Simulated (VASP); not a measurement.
A run of VASP 6.6.1:

File INCAR:

```
SYSTEM = Nb
  PREC = Accurate
  ENCUT = 600
  EDIFF = 1E-7
  ISMEAR = -1
  SIGMA = 0.05
  LREAL = .FALSE.
  LASPH = .TRUE.
  NELM = 100
  ALGO = Fast
  ISIF = 3
  LWAVE = .FALSE.
  LCHARG = .FALSE.
  GGA = PE
  IBRION = 2
  NSW = 60
  EDIFFG = -0.01
```

The input KPOINTS:

```
Automatic mesh
0
G
  11 11 11
  0 0 0
```

POSCAR

```
Nb
1.0
    0.0000000000      2.1150000000      2.1150000000
    2.1150000000      0.0000000000      2.1150000000
    2.1150000000      2.1150000000      0.0000000000
Nb
1
Direct
    0.0000000000      0.0000000000      0.0000000000
```

Potentials or basis: VASP PAW PBE potentials, release 64 (Nb_sv).

Launch:

```sh
$ cat potpaw_PBE.64/Nb_sv/POTCAR > POTCAR
$ mpirun -np 1 vasp_std > vasp.out
```

Hardware: 1 thread of AMD EPYC 7R13 Processor (Zen 3) (shared host).

Question: How long does it take, and how much memory?

Answer: Wall time 91 s on 1 thread of AMD EPYC 7R13 Processor (Zen 3), on a shared host, peak memory 0.12 GiB. Counts: scf iterations 86, k points 56, ion steps 3.
